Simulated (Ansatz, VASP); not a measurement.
## BiTe: VASP beside Ansatz

```xyz
4
Lattice="4.6760 0.0000 0.0000 -2.3380 4.0496 0.0000 0.0000 0.0000 7.4808" Properties=species:S:1:pos:R:3 pbc="T T T"
Bi    0.0000    0.0000    0.0000
Bi    0.0000    0.0000    3.7404
Te    0.0000    2.6997    1.8702
Te    2.3380    1.3499    5.6106
```

Alike in both runs: functional PBE; k mesh 12 × 12 × 6; occupations gaussian, width 0.1 eV; no spin polarisation.

Ansatz relaxed the structure, and its values are those at the end. VASP's run is a single point on that final structure, the one shown.

|  | VASP | Ansatz |
| --- | --- | --- |
| version | VASP 6.6.1 | Ansatz 0.2.0 |
| potentials or method | VASP PAW PBE potentials, release 64 (Bi_d, Te), cutoff 520 eV | scalar-relativistic, plane waves, PAW |
| valence electrons in the cell | 42 | 62 |

```csv
,VASP,Ansatz,Ansatz less VASP
gap on the k mesh at the Fermi level (eV),none,none,-
pressure (GPa),0.0,0.0,+0.05
```

A gap of «none» marks a metal or a gap that the smearing closes. VASP's potentials hold 42 valence electrons a cell and Ansatz's 62, so a difference there can come from the potentials and not from the codes.

Spin-orbit coupling is off throughout.
